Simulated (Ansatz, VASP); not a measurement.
**C: VASP beside Ansatz**

The input INCAR:

```
SYSTEM = C
PREC = Accurate ; ENCUT = 520
EDIFF = 1E-6 ; ISMEAR = 0
SIGMA = 0.02 ; LREAL = .False.
LASPH = .True. ; NELM = 60
ALGO = Normal ; ISIF = 2
LWAVE = .False. ; LCHARG = .False.
GGA = PS ; NBANDS = 11
```

KPOINTS

```
Automatic mesh
0
Gamma
  15 15 15
  0 0 0
```

POSCAR

```
C
1.0
    1.2280263465      0.7090013417      3.3470108394
   -1.2280263465      0.7090013417      3.3470108394
    0.0000000000     -1.4180026834      3.3470108394
C
2
Direct
    0.1824862242      0.1500520666      0.1552818601
    0.8360000000      0.8360000000      0.8360000000
```

Input for Ansatz:

```yaml
crystal:
  lattice:
    - [1.2280263465, 0.7090013417, 3.3470108394]
    - [-1.2280263465, 0.7090013417, 3.3470108394]
    - [0.0, -1.4180026834, 3.3470108394]
  atoms:
    - { symbol: C, position: [0.1824862242, 0.1500520666, 0.1552818601] }
    - { symbol: C, position: [0.836, 0.836, 0.836] }
basis:
  ecutwfc: 420
kpoints:
  mp_grid: { grid: [15, 15, 15] }
hamiltonian:
  xc: pbesol
scf:
  occupations: { method: gaussian, width: 0.02 }
output:
  forces: true
  stress: true
  eigenvalues: true
```

Change from the starting cell: one atom moved.

Alike in both runs: task single point; functional PBEsol; k mesh 15 × 15 × 15; occupations gaussian, width 0.02 eV; no spin polarisation.

|  | VASP | Ansatz |
| --- | --- | --- |
| version | VASP 6.6.1 | Ansatz 0.2.0 |
| potentials or method | VASP PAW PBE potentials, release 64 (C), cutoff 520 eV | scalar-relativistic, plane waves, PAW |
| valence electrons in the cell | 8 | 8 |

VASP gave:

* gap on the k mesh at the Fermi level (eV): 0.21
* least direct gap on the mesh (eV): 0.21
* pressure (GPa): 2.6
* traceless stress, the component that is largest in VASP (GPa): 4.95
* rms of the force components (eV/Å): 1.563

Question: Estimate Ansatz's values.

Answer: gap on the k mesh at the Fermi level (eV): 0.21; least direct gap on the mesh (eV): 0.21; pressure (GPa): 1.9; traceless stress, the component that is largest in VASP (GPa): 4.86; rms of the force components (eV/Å): 1.562.

VASP's potentials were made for PBE, not for PBEsol. Atom by atom the forces differ by 0.004 eV/Å (rms over components).
